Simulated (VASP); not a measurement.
A run of VASP 6.6.1:

Contents of INCAR:

```
ALGO     = Normal         # electronic algorithm
EDIFF    = 1E-8           # SCF threshold, eV
ENCUT    = 520            # plane-wave cutoff, eV
GGA      = PE             # functional
ISIF     = 2              # what is computed and relaxed
ISMEAR   = -1             # smearing method
LASPH    = T              # aspherical terms in the spheres
LCHARG   = F              # write CHGCAR
LEFG     = T            
LREAL    = F              # projectors in reciprocal space
LWAVE    = F              # write WAVECAR
NBANDS   = 12             # bands
NELM     = 80             # most SCF steps
PREC     = Accurate       # precision mode
SIGMA    = 0.05           # smearing width, eV
```

KPOINTS

```
k-points
0
Gamma
  11 11 11
```

POSCAR

```
Hg
1.0
    2.2777908541     -2.0859833149      0.0000000000
    2.2777908541      2.0859833149      0.0000000000
   -0.3555748511      0.0000000000      3.0994197582
Hg
1
Direct
    0.5000000000      0.5000000000      0.5000000000
```

Potentials or basis: VASP PAW PBE potentials, release 64 (Hg).

The run is started by

```bash
$ cat potpaw_PBE.64/Hg/POTCAR > POTCAR
$ mpirun -np 1 vasp_std > vasp.out
```

Hardware: 1 thread of Intel(R) Xeon(R) Platinum 8259CL CPU @ 2.50GHz (Skylake/Cascade Lake), with other jobs on the host.

Q: Estimate the wall time of this run.

A: It took 49 s on 1 thread of Intel(R) Xeon(R) Platinum 8259CL CPU @ 2.50GHz (Skylake/Cascade Lake) (shared host), peak memory 0.23 GiB. Counts: scf iterations 12, k points 366.
